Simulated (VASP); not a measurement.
Set up this calculation in VASP 6.6.1, as the native input.

```
Task                   : single point
Functional             : PBEsol
Potentials or basis    : VASP PAW PBE potentials, release 64 (P)
Cutoff                 : 500 eV
k mesh                 : 10 × 10 × 9
Occupations            : fermi-dirac, width 0.08 eV
Spin                   : no spin polarisation
Dipole correction      : no
Further INCAR settings : ALGO = Normal; EDIFF = 1e-06; NBANDS = 8
```

The structure of P lies in POSCAR:

```
P
1.0
    4.2729048574      0.0000000000      0.0000000000
    0.0000000000      4.2729048574      0.0000000000
    0.0000000000      0.0000000000      4.4217800000
P
1
Direct
    0.0000000000      0.0000000000      0.0000000000
```

This cell differs from its parent crystal: zz strain of +1 %.

One way to write it, as run:

INCAR

```
PREC = Accurate
ENCUT = 500
EDIFF = 1E-6
ISMEAR = -1
SIGMA = 0.08
LREAL = False
LASPH = True
NELM = 120
ALGO = Normal
ISIF = 2
LWAVE = False
LCHARG = True
GGA = PS
LELF = True
LVHAR = True
NBANDS = 8
GGA_COMPAT = False
```

KPOINTS

```
regular mesh
0
Gamma
  10 10 9
```

Potentials or basis: VASP PAW PBE potentials, release 64 (P).

The run is started by

```console
$ cat potpaw_PBE.64/P/POTCAR > POTCAR
$ mpirun -np 1 vasp_std > vasp.out
```

Results of the run:

- Pressure: -3.7 GPa
- Band gap on the k mesh: zero (an odd number of electrons rules out a gap without spin polarisation)

Caveat: the cell differs from its parent crystal (zz strain of +1 %); the cell stands under tension; the PAW data sets were made with another functional, which shifts forces and pressure a little.

It took 12 s on 1 thread of Intel(R) Xeon(R) 6975P-C (Granite Rapids), on a shared host, peak memory 0.19 GiB.
